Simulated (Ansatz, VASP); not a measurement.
# Two plane-wave programs on SiW6

Contents of INCAR:

```
ALGO = Normal
DIPOL = 0.5 0.5 0.318
EDIFF = 1E-7
ENCUT = 520
GGA = PE
IDIPOL = 3
ISIF = 2
ISMEAR = 0
IVDW = 12
LASPH = T
LCHARG = F
LDIPOL = T
LREAL = F
LWAVE = F
NBANDS = 53
NELM = 100
PREC = Accurate
SIGMA = 0.1
```

File KPOINTS:

```
k-points
0
Gamma
  6 6 1
```

Contents of POSCAR:

```
SiW6
1.0
    4.4682526324      0.0000000000      0.0000000000
   -2.2341263162      3.8696202902      0.0000000000
    0.0000000000      0.0000000000     21.7259061349
W Si
6 1
Direct
    0.6666666667      0.3333333333      0.1841119986
    0.3333333333      0.6666666667      0.2260931360
    0.0000000000      0.0000000000      0.2680742733
    0.6666666667      0.3333333333      0.3070897866
    0.3333333333      0.6666666667      0.3466976876
    0.0000000000      0.0000000000      0.3832248047
    0.0000000000      0.2222222222      0.5121032037
```

Input for Ansatz:

```yaml
crystal:
  lattice:
    - [4.4682526324, 0.0, 0.0]
    - [-2.2341263162, 3.8696202902, 0.0]
    - [0.0, 0.0, 21.7259061349]
  atoms:
    - { symbol: W, position: [0.6666666667, 0.3333333333, 0.1841119986] }
    - { symbol: W, position: [0.3333333333, 0.6666666667, 0.226093136] }
    - { symbol: W, position: [0.0, 0.0, 0.2680742733] }
    - { symbol: W, position: [0.6666666667, 0.3333333333, 0.3070897866] }
    - { symbol: W, position: [0.3333333333, 0.6666666667, 0.3466976876] }
    - { symbol: W, position: [0.0, 0.0, 0.3832248047] }
    - { symbol: Si, position: [0.0, 0.2222222222, 0.5121032037] }
basis:
  ecutwfc: 420
kpoints:
  mp_grid: { grid: [6, 6, 1] }
hamiltonian:
  xc: pbe
  pseudopotentials: { kind: paw, azcp: { folder: soft_1 } }
  dispersion: d3bj
scf:
  occupations: { method: gaussian, width: 0.1 }
output:
  forces: true
  eigenvalues: true
  write_density: true
  write_potential: true
  elf: true
  volumetric_format: npy
efield:
  axis: 3
  dipole_correction: true
  ramp_width: 0.04
```

Alike in both runs: task single point; functional PBE; dispersion D3(BJ); k mesh 6 × 6 × 1; occupations gaussian, width 0.1 eV; no spin polarisation.

```csv
,VASP,Ansatz
version,VASP 6.6.1,Ansatz 0.2.0
potentials or method,"VASP PAW PBE potentials, release 64 (W_sv, Si), cutoff 520 eV","scalar-relativistic, plane waves, PAW"
valence electrons in the cell,88,88
```

|  | VASP | Ansatz | Ansatz less VASP |
| --- | --- | --- | --- |
| gap on the k mesh at the Fermi level (eV) | none | none | - |
| rms of the force components (eV/Å) | 0.940 | 0.929 | -0.0108 |

Atom by atom the forces differ by 0.022 eV/Å (rms over components). A gap of «none» marks a metal or a gap that the smearing closes. Ansatz's warnings: xc potential rough in thin density.

Neither program's run includes spin-orbit coupling.
